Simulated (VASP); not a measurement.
Set up this calculation in VASP 6.6.1, as the native input.

- Task: single point
- Functional: PBE
- Potentials or basis: VASP PAW PBE potentials, release 64 (Sn_d, Se)
- Cutoff: 520 eV
- k mesh: 8 × 8 × 5
- Occupations: fermi-dirac, width 0.05 eV
- Spin: no spin polarisation
- Dipole correction: no
- Further INCAR settings: ALGO = Normal; EDIFF = 1e-06; NBANDS = 20

The structure of SnSe2 lies in POSCAR:

```
SnSe2
1.0
    3.8110000000      0.0000000000      0.0000000000
   -1.9055000000      3.3004228138      0.0000000000
    0.0000000000      0.0000000000      6.1360000000
Sn Se
1 2
Direct
   -0.0030730000     -0.0040420000     -0.0018790000
    0.6689860000      0.3423530000      0.7494690000
    0.3331800000      0.6684560000      0.2531690000
```

This cell differs from its parent crystal: atoms moved at random.

One way to write it, as run:

INCAR

```
ALGO = Normal ; EDIFF = 1E-6
ENCUT = 520 ; GGA = PE
ISIF = 2 ; ISMEAR = -1
LASPH = True ; LCHARG = False
LREAL = False ; LWAVE = False
NBANDS = 20 ; NELM = 60
PREC = Accurate ; SIGMA = 0.05
```

KPOINTS

```
k-points
0
Gamma
  8 8 5
```

Potentials or basis: VASP PAW PBE potentials, release 64 (Sn_d, Se).

Launch:

```bash
$ cat potpaw_PBE.64/Sn_d/POTCAR potpaw_PBE.64/Se/POTCAR > POTCAR
$ mpirun -np 1 vasp_std > vasp.out
```

Results of the run:

The pressure is 5.0 GPa. The largest force is 0.806 eV/Å. The band gap on the k mesh is 0.74 eV (least direct gap 1.09 eV).

Caveat: the cell differs from its parent crystal (atoms moved at random); the cell stands under pressure; spin-orbit coupling is left out, which moves the levels of the heavy elements; an odd mesh through Γ misses points on the zone boundary, where band edges can lie.

Run time: 5.3 min on 1 thread of Intel Xeon 8259CL, on a shared host, peak memory 0.36 GiB.
